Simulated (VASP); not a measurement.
The system is Mn.

```
Mn
1.0
    -2.24386    2.24386    1.22515
     2.24386   -2.24386    1.22515
     2.24386    2.24386   -1.22515
Mn
2
Cartesian
  0.0000 0.0000 0.0000
  0.0000 2.2439 0.6126
```

- Program: VASP 6.6.1
- Task: relaxation of cell and atoms
- Functional: LDA
- Potentials or basis: VASP PAW LDA potentials, release 64 (Mn_pv)
- Cutoff: 500 eV
- k mesh: 14 × 14 × 10
- Occupations: fermi-dirac, width 0.1 eV
- Spin: no spin polarisation

At the start: pressure -27.4 GPa; volume 12.34 Å³/atom.

Problem. Where does the relaxation end?

Solution. Over 10 steps the energy falls by 148.5 meV/atom and the volume is 10.81 Å³/atom (-12.4 %); space group I4_1/amd (No. 141, to 0.1 Å) before and after.

Step by step:
```tsv
step	energy change (eV)	largest force (eV/Å)	pressure (GPa)	volume (Å³)
1	0.0000	0.0025	-27.36	24.67
2	0.4896	0.0094	79.54	17.89
3	-0.2921	0.0049	-1.83	21.77
4	-0.2929	0.0050	-0.31	21.66
5	-0.2929	0.0051	0.46	21.60
6	-0.2962	0.0043	0.49	21.59
7	-0.2969	0.0036	0.59	21.58
8	-0.2969	0.0036	0.59	21.58
9	-0.2968	0.0036	-1.02	21.70
10	-0.2970	0.0037	-0.03	21.62
```

Final structure:
```
CELL_PARAMETERS angstrom
-2.16506 2.16488 1.15302
2.16488 -2.16506 1.15302
2.16562 2.16562 -1.15335
ATOMIC_POSITIONS crystal
Mn 0.00008 0.99992 0.00000
Mn 0.74992 0.25008 0.50000
```

Caveat: the run has no spin polarisation, though such a crystal can be magnetic.
